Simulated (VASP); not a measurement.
Write the native input for VASP 6.6.1 that does the following.

| Item | Value |
| --- | --- |
| Task | dielectric tensor |
| Functional | PBEsol |
| Potentials or basis | VASP PAW PBE potentials, release 64 (Sn_d, O) |
| Cutoff | 520 eV |
| k mesh | 7 × 7 × 6 |
| Occupations | gaussian, width 0.01 eV |
| Spin | no spin polarisation |
| Dipole correction | no |
| Further INCAR settings | ALGO = Normal; EDIFF = 1e-08 |

The structure of SnO lies in POSCAR:

```
SnO
1.0
    3.8136952200      0.0000000000      0.0000000000
    0.0000000000      3.8136952200      0.0000000000
    0.0000000000      0.0000000000      4.8869133000
Sn O
2 2
Direct
    0.5000000000      0.0000000000      0.7646261400
    0.0000000000      0.5000000000      0.2353738600
    0.0000000000      0.0000000000      0.0000000000
    0.5000000000      0.5000000000      0.0000000000
```

These files were run (other wordings do the same):

INCAR

```
PREC = Accurate ; ENCUT = 520
EDIFF = 1E-8 ; ISMEAR = 0
SIGMA = 0.01 ; LREAL = False
LASPH = True ; NELM = 80
ALGO = Normal ; ISIF = 2
LWAVE = False ; LCHARG = False
GGA = PS ; LEPSILON = True
```

KPOINTS

```
regular mesh
0
Gamma
  7 7 6
```

Potentials or basis: VASP PAW PBE potentials, release 64 (Sn_d, O).

The run is started by

```console
$ cat potpaw_PBE.64/Sn_d/POTCAR potpaw_PBE.64/O/POTCAR > POTCAR
$ mpirun -np 1 vasp_std > vasp.out
```

Results of the run:

```yaml
Band_gap_on_the_k_mesh: 0.37 eV (least direct gap 1.96 eV)
Electronic_dielectric_tensor_diagonal: 8.22, 8.22, 7.18
Born_charges_mean_of_the_diagonal: Sn +3.03; O -3.03 e
```

Caveat: the gap is small at this level, which inflates the dielectric constant; semilocal functionals underestimate gaps, and a narrow one can read as zero; spin-orbit coupling is left out, which moves the levels of the heavy elements.

It took 16 min on 1 thread of AMD EPYC 7R43 64-Core Processor (Zen 3), with other jobs on the host, peak memory 0.37 GiB.
